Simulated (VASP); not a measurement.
A run of VASP 6.6.1 is set up as follows.

File INCAR:

```
SYSTEM = Ge
PREC     = Accurate       ! precision mode
ENCUT    = 500            ! plane-wave cutoff, eV
EDIFF    = 1E-6           ! SCF threshold, eV
ISMEAR   = -1             ! smearing method
SIGMA    = 0.1            ! smearing width, eV
LREAL    = .FALSE.        ! projectors in reciprocal space
LASPH    = .TRUE.         ! aspherical terms in the spheres
NELM     = 120            ! most SCF steps
ALGO     = Normal         ! electronic algorithm
ISIF     = 2              ! what is computed and relaxed
LWAVE    = .FALSE.        ! write WAVECAR
LCHARG   = .FALSE.        ! write CHGCAR
GGA      = PS             ! functional
NBANDS   = 13             ! bands
GGA_COMPAT= .FALSE.
```

KPOINTS

```
regular mesh
0
G
  8 8 8
  0 0 0
```

File POSCAR:

```
Ge
1.0
    1.3971500000     -2.6005200000      0.0000000000
    1.3971500000      2.6005200000      0.0000000000
    0.0000000000      0.0000000000      2.6982300000
Ge
1
Direct
    0.5000000000      0.5000000000      0.0000000000
```

Potentials or basis: VASP PAW PBE potentials, release 64 (Ge_d).

Command:

```sh
$ cat potpaw_PBE.64/Ge_d/POTCAR > POTCAR
$ mpirun -np 1 vasp_std > vasp.out
```

(1) Predict the band gap on the k mesh.

(2) Predict the pressure.

## Answers

(1) zero (bands 7 and 8 overlap by 8.91 eV).

(2) -4.5 GPa.

Caveat: the cell stands under tension; the PAW data sets were made with another functional, which shifts forces and pressure a little.
